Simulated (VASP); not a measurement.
# Ir in VASP: further runs

Runs on Ir. Level: PBE. Tasks: single point.

Everything below comes from runs of VASP 6.6.1. Logs are shortened: lines on timing, memory, paths and dates and some standing lists are left out, and cuts for length are marked.

### Step 1. The cell of the first run

The structure is tetragonal, space group I4/mmm (No. 139). The conventional cell has a = 2.769 Å, b = 2.769 Å, c = 3.839 Å, α = 90.00°, β = 90.00°, γ = 90.00°. Ir (site symmetry 4/mmm) has 12 Ir at 2.74 to 2.77 Å within 3.6 Å.

### Step 2. Single point, PBE (equal xx and yy strain of +2 %)

File INCAR:

```
ALGO     = Normal         # electronic algorithm
EDIFF    = 1E-6           # SCF threshold, eV
ENCUT    = 520            # plane-wave cutoff, eV
GGA      = PE             # functional
ISIF     = 2              # what is computed and relaxed
ISMEAR   = -1             # smearing method
LASPH    = T              # aspherical terms in the spheres
LCHARG   = F              # write CHGCAR
LREAL    = F              # projectors in reciprocal space
LWAVE    = F              # write WAVECAR
NBANDS   = 10             # bands
NELM     = 60             # most SCF steps
PREC     = Accurate       # precision mode
SIGMA    = 0.05           # smearing width, eV
```

File KPOINTS:

```
k-points
0
Gamma
  15 15 15
```

File POSCAR:

```
Ir
1.0
    0.0000000000      1.9580940000      1.9197000000
    1.9580940000      0.0000000000      1.9197000000
    1.9580940000      1.9580940000      0.0000000000
Ir
1
Direct
    0.0000000000      0.0000000000      0.0000000000
```

Potentials or basis: VASP PAW PBE potentials, release 64 (Ir).

Run with:

```console
$ cat potpaw_PBE.64/Ir/POTCAR > POTCAR
$ mpirun -np 1 vasp_std > vasp.out
```

OUTCAR:

```text
EDIFF = 1E-6
   ENCUT = 520
   GGA = PE
   ISIF = 2
   ISMEAR = -1
   LASPH = T
   LREAL = F
   NELM = 60
   PREC = Accurate

 ion  position               nearest neighbor table
   1  0.000  0.000  0.000-

  LATTYP: Found a body centered tetragonal cell.
 ALAT       =     2.7691630912
 C/A-ratio  =     1.3864838847

  Lattice vectors:

 A1 = (   0.0000000000,  -1.9580940000,  -1.9197000000)
 A2 = (   0.0000000000,   1.9580940000,  -1.9197000000)
 A3 = (   1.9580940000,   0.0000000000,   1.9197000000)

Analysis of symmetry for initial positions (statically):
=====================================================================
 Subroutine PRICEL returns:
 Original cell was already a primitive cell.

 Routine SETGRP: Setting up the symmetry group for a
 body centered tetragonal supercell.

 Subroutine GETGRP returns: Found 16 space group operations
 (whereof 16 operations were pure point group operations)
 out of a pool of 16 trial point group operations.

The static configuration has the point symmetry D_4h.

Analysis of symmetry for dynamics (positions and initial velocities):
=====================================================================
 Subroutine PRICEL returns:
 Original cell was already a primitive cell.

 Routine SETGRP: Setting up the symmetry group for a
 body centered tetragonal supercell.

 Subroutine GETGRP returns: Found 16 space group operations
 (whereof 16 operations were pure point group operations)
 out of a pool of 16 trial point group operations.

The dynamic configuration has the point symmetry D_4h.

 Subroutine INISYM returns: Found 16 space group operations
 (whereof 16 operations are pure point group operations),
 and found     1 'primitive' translations

----------------------------------------------------------------------------------------

                                     Primitive cell

  volume of cell :      14.7208

  direct lattice vectors                    reciprocal lattice vectors
     0.000000000  1.958094000  1.919700000    -0.255350356  0.255350356  0.260457363
     1.958094000  0.000000000  1.919700000     0.255350356 -0.255350356  0.260457363
     1.958094000  1.958094000  0.000000000     0.255350356  0.255350356 -0.260457363

  length of vectors
     2.742148829  2.742148829  2.769163091     0.445247849  0.445247849  0.445247849

  position of ions in fractional coordinates (direct lattice)
     0.000000000  0.000000000  0.000000000

  ion indices of the primitive-cell ions
   primitive index   ion index
                 1           1

----------------------------------------------------------------------------------------

 KPOINTS: k-points

Automatic generation of k-mesh.
 Grid dimensions read from file:
 generate k-points for:   15   15   15

 Generating k-lattice:

  Cartesian coordinates                     Fractional coordinates (reciprocal lattice)
    -0.017023357  0.017023357  0.017363824     0.066666667  0.000000000  0.000000000
     0.017023357 -0.017023357  0.017363824     0.000000000  0.066666667  0.000000000
     0.017023357  0.017023357 -0.017363824     0.000000000  0.000000000  0.066666667

  Length of vectors
     0.029683190  0.029683190  0.029683190

  Shift w.r.t. Gamma in fractional coordinates (k-lattice)
     0.000000000  0.000000000  0.000000000

 Subroutine IBZKPT returns following result:
 ===========================================

 Found    288 irreducible k-points:

 Following reciprocal coordinates:
            Coordinates               Weight
  0.000000  0.000000  0.000000      1.000000
  0.066667 -0.000000  0.000000      8.000000
  0.133333  0.000000  0.000000      8.000000
  0.200000 -0.000000  0.000000      8.000000
  0.266667  0.000000  0.000000      8.000000
  0.333333 -0.000000  0.000000      8.000000
[... 16 lines left out ...]
  0.133333  0.133333  0.000000      2.000000
  0.200000  0.133333  0.000000      8.000000
 [... further k-points ...]
   k-points           NKPTS =    288   k-points in BZ     NKDIM =    288   number of bands    NBANDS=     10
   number of dos      NEDOS =    301   number of ions     NIONS =      1
   total plane-waves  NPLWV =   9600
   dimension x,y,z NGX =    20 NGY =   20 NGZ =   24
   dimension x,y,z NGXF=    40 NGYF=   40 NGZF=   48
   ions per type =               1
   NGX,Y,Z   is equivalent  to a cutoff of  12.13, 12.13, 14.41 a.u.
   NGXF,Y,Z  is equivalent  to a cutoff of  24.25, 24.25, 28.82 a.u.
 SYSTEM =  unknown system
   PREC   = accura    normal or accurate (medium, high low for compatibility)
   ISTART =      0    job   : 0-new  1-cont  2-samecut
   ICHARG =      2    charge: 1-file 2-atom 10-const
   ISPIN  =      1    spin polarized calculation?
   LNONCOLLINEAR =      F non collinear calculations
   LSORBIT =      F    spin-orbit coupling
   LASPH  =      T    aspherical Exc in radial PAW
   ENCUT  =  520.0 eV  38.22 Ry    6.18 a.u.   5.10  5.10  5.15*2*pi/ulx,y,z
   NELM   =     60;   NELMIN=  2; NELMDL= -5     # of ELM steps
   EDIFF  = 0.1E-05   stopping-criterion for ELM
   LREAL  =      F    real-space projection
   EDIFFG = 0.1E-04   stopping-criterion for IOM
   NSW    =      0    number of steps for IOM
   IBRION =     -1    ionic relax: 0-MD 1-quasi-New 2-CG
   NFREE  =      0    steps in history (QN), initial steepest desc. (CG)
   ISIF   =      2    stress and relaxation
   ISYM   =      2    0-nonsym 1-usesym 2-fastsym
   POTIM  = 0.5000    time-step for ionic-motion
   TEBEG  =    0.0;   TEEND  =   0.0 temperature during run
   PSTRESS=    0.0 pullay stress
   NELECT =       9.0000    total number of electrons
   NUPDOWN=      -1.0000    fix difference up-down
   EMIN   =  10.00;   EMAX   =-10.00  energy-range for DOS
   EFERMI =   0.00;   METHOD = LEGACY
   ISMEAR =    -1;   SIGMA  =   0.05  broadening in eV -4-tet -1-fermi 0-gaus
   EFERMI_NEDOS =   21; number of points for ismear=-14 and -15
   IALGO  =     38    algorithm
   IMIX   =      4    mixing-type and parameters
     AMIX     =   0.40;   BMIX     =  1.00
     AMIX_MAG =   1.60;   BMIX_MAG =  1.00
  volume/ion in A,a.u.               =      14.72        99.34
  Fermi-wavevector in a.u.,A,eV,Ry     =   1.389458  2.625695 26.267332  1.930594
  Thomas-Fermi vector in A             =   2.513487
   LORBIT       =      0    0 simple, 1 ext, 2 COOP (PROOUT), +10 PAW based schemes
   GGA     = PE    functional components
   LHFCALC =     F    Hartree Fock is set to
   AEXX    =    0.0000 exact exchange contribution
   IVDW    =     0    specifies the selected vdW correction
   LEPSILON=     F    determine dielectric tensor
   LRPA    =     F    only Hartree local field effects (RPA)
 non-spin polarized calculation
  energy-cutoff  :      520.00
  volume of cell :       14.72
 maximum number of plane-waves:       407
   NGX = 11   NGY = 11   NGZ = 11

 number of electron       8.9999999 magnetization

 Free energy of the ion-electron system (eV)
  ---------------------------------------------------
  ext. energy  EPLUGINS =         0.00000000
  ---------------------------------------------------
  free energy    TOTEN  =        -8.85222079 eV

  energy without entropy =       -8.84374568  energy(sigma->0) =       -8.84798324

 E-fermi :   9.7646     XC(G=0): -13.7526

 val. band max:        9.7603485546   @ k =  -0.3333   0.0667   0.2667
 cond. band min:       9.7681683652   @ k =  -0.3333   0.0667   0.2000
 fundamental gap:      0.0078198106
 Fermi energy:         9.7645861842

 k-point     1 :       0.0000    0.0000    0.0000
  band No.  band energies     occupation
      1      -0.9664      2.00000
      2       5.9932      2.00000
      3       5.9932      2.00000
      4       6.2335      2.00000
      5       8.4310      2.00000
      6       8.7498      2.00000
      7      24.1339      0.00000
      8      29.2802      0.00000
      9      29.2802      0.00000
     10      29.8826      0.00000

 k-point     2 :       0.0667   -0.0000    0.0000
  band No.  band energies     occupation
      1      -0.7771      2.00000
      2       5.9376      2.00000
      3       6.0735      2.00000
      4       6.2720      2.00000
      5       8.3875      2.00000
      6       8.6938      2.00000
      7      24.4531      0.00000
      8      28.4551      0.00000
      9      29.5834      0.00000
     10      30.0128      0.00000

 k-point     3 :       0.1333    0.0000    0.0000
  band No.  band energies     occupation
      1      -0.2366      2.00000
      2       5.7320      2.00000
      3       6.2638      2.00000
      4       6.4435      2.00000
      5       8.3224      2.00000
      6       8.5850      2.00000
      7      25.2851      0.00000
      8      26.6816      0.00000
      9      30.4524      0.00000
     10      30.8571      0.00000

 k-point     4 :       0.2000   -0.0000    0.0000
  band No.  band energies     occupation
      1       0.5539      2.00000
      2       5.5414      2.00000
      3       6.4015      2.00000
      4       6.6082      2.00000
      5       8.4281      2.00000
      6       8.6028      2.00000
      7      24.7778      0.00000
      8      26.1978      0.00000
      9      31.7579      0.00000
     10      32.1509      0.00000
[... 222 lines left out ...]
 k-point    22 :      -0.0667    0.0667    0.0000
  band No.  band energies     occupation
      1      -0.4752      2.00000
      2       5.7445      2.00000
      3       6.1876      2.00000
      4       6.4639      2.00000
      5       8.1822      2.00000
      6       8.7588      2.00000
      7      24.9472      0.00000
      8      27.5675      0.00000
      9      29.9778      0.00000
     10      30.3526      0.00000

 k-point    23 :       0.1333    0.1333    0.0000
  band No.  band energies     occupation
      1       0.0386      2.00000
      2       5.5049      2.00000
      3       6.5497      2.00000
      4       6.5497      2.00000
      5       7.9727      2.00000
      6       8.7350      2.00000
      7      25.8004      0.00000
      8      27.8231      0.00000
      9      29.4631      0.00000
     10      29.4631      0.00000

 k-point    24 :       0.2000    0.1333    0.0000
  band No.  band energies     occupation
      1       0.6577      2.00000
      2       5.1750      2.00000
      3       6.7929      2.00000
      4       6.8167      2.00000
      5       7.7571      2.00000
      6       8.9130      2.00000
      7      26.5699      0.00000
      8      26.7017      0.00000
      9      29.4934      0.00000
     10      30.1068      0.00000

 [... further k-points ...]
[... 5 lines left out ...]
  --------------------------------------------------------------------------------------
  -------------------------------------------------------------------------------------
  Total       -0.6383983     -0.6383983     -0.0126837      0.0000000     -0.0000000      0.0000000
  in kB      -69.4819277    -69.4819277     -1.3804646      0.0000000     -0.0000000      0.0000000
  external PRESSURE =     -46.7814400 kB  Pullay stress =       0.0000000 kB

 VOLUME and BASIS-vectors are now :
 -----------------------------------------------------------------------------
  energy-cutoff  :      520.00
  volume of cell :       14.72
      direct lattice vectors                 reciprocal lattice vectors
     0.000000000  1.958094000  1.919700000    -0.255350356  0.255350356  0.260457363
     1.958094000  0.000000000  1.919700000     0.255350356 -0.255350356  0.260457363
     1.958094000  1.958094000  0.000000000     0.255350356  0.255350356 -0.260457363

 POSITION                                       TOTAL-FORCE (eV/Angst)
 -----------------------------------------------------------------------------------
      0.00000      0.00000      0.00000         0.000000     -0.000000      0.000000
 -----------------------------------------------------------------------------------
    total drift:                                0.000000     -0.000000      0.000000

  FREE ENERGIE OF THE ION-ELECTRON SYSTEM (eV)
  ---------------------------------------------------
  free  energy   TOTEN  =        -8.8522207905 eV

  energy  without entropy=       -8.8437456829  energy(sigma->0) =       -8.84798324
```

Run time: 22 s. Hardware: 1 thread of Intel Xeon 6975P-C, shared host; peak memory 0.17 GiB.

Results:

| Item | Value |
| --- | --- |
| Free energy | -8.8522 eV |
| Pressure | -4.7 GPa |

Levels at points of the mesh, in eV from the Fermi level:
```
           k point  band 1  band 2  band 3  band 4  band 5  band 6  band 7  band 8
(0.00, 0.00, 0.00)  -10.73   -3.77   -3.77   -3.53   -1.33   -1.01   14.37   19.52
```

Caveat: the cell differs from its parent crystal (equal xx and yy strain of +2 %); spin-orbit coupling is left out, which moves the levels of the heavy elements.

### Step 3. Single point, PBE (volume scaled by 0.9405)

File INCAR:

```
PREC = Accurate ; ENCUT = 520
EDIFF = 1E-7 ; ISMEAR = -1
SIGMA = 0.05 ; LREAL = False
LASPH = True ; NELM = 60
ALGO = Normal ; ISIF = 2
LWAVE = False ; LCHARG = True
GGA = PE ; LELF = True
LVHAR = True ; NBANDS = 10
```

File KPOINTS:

```
Automatic mesh
0
Gamma
  15 15 15
```

File POSCAR:

```
Ir
1.0
    0.0000000000      1.8808448178      1.8808448178
    1.8808448178      0.0000000000      1.8808448178
    1.8808448178      1.8808448178      0.0000000000
Ir
1
Direct
    0.0000000000      0.0000000000      0.0000000000
```

Potentials or basis: VASP PAW PBE potentials, release 64 (Ir).

Run with:

```console
$ cat potpaw_PBE.64/Ir/POTCAR > POTCAR
$ mpirun -np 1 vasp_std > vasp.out
```

Run time: 14 s. Hardware: 1 thread of Intel Xeon 8259CL, shared host; peak memory 0.14 GiB.

The run converged. Its results:

- Free energy: -8.7279 eV
- Pressure: 38.0 GPa

Levels at points of the mesh, in eV from the Fermi level:
```tsv
k point	band 1	band 2	band 3	band 4	band 5	band 6	band 7	band 8
(0.00, 0.00, 0.00)	-11.86	-4.33	-4.33	-4.33	-1.37	-1.37	14.12	20.08
```

Caveat: spin-orbit coupling is left out, which moves the levels of the heavy elements.

(Part 1 of 2 ends here.)
